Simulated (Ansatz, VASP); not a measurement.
# One calculation of CsPbCl3, two programs

```
Cs Pb Cl
1.0
     5.61865    0.00000    0.00000
     0.00000    5.61865    0.00000
     0.00000    0.00000    5.61865
Cs Pb Cl
1 1 3
Direct
  0.00000 0.00000 0.00000
  0.50000 0.50000 0.50000
  0.50000 0.50000 0.00000
  0.00000 0.50000 0.50000
  0.50000 0.00000 0.50000
```

Alike in both runs: functional PBEsol; k mesh 6 × 6 × 6; occupations gaussian, width 0.02 eV; no spin polarisation.

Ansatz relaxed the structure, and its values are those at the end. VASP's run is a single point on that final structure, the one shown.

|  | VASP | Ansatz |
| --- | --- | --- |
| version | VASP 6.6.1 | Ansatz 0.2.0 |
| potentials or method | VASP PAW PBE potentials, release 64 (Cs_sv, Pb_d, Cl), cutoff 520 eV | scalar-relativistic, plane waves, PAW |
| valence electrons in the cell | 44 | 44 |

Ansatz gave:

- gap on the k mesh at the Fermi level (eV): 1.83
- least direct gap on the mesh (eV): 1.83
- pressure (GPa): 0.0

**Question.** Which values does VASP return?

**Answer.** gap on the k mesh at the Fermi level (eV): 1.84; least direct gap on the mesh (eV): 1.84; pressure (GPa): 0.0.

VASP's potentials were made for PBE, not for PBEsol. With one functional, cell and mesh, what is left measures potentials, basis and numerics.

Neither program's run includes spin-orbit coupling.
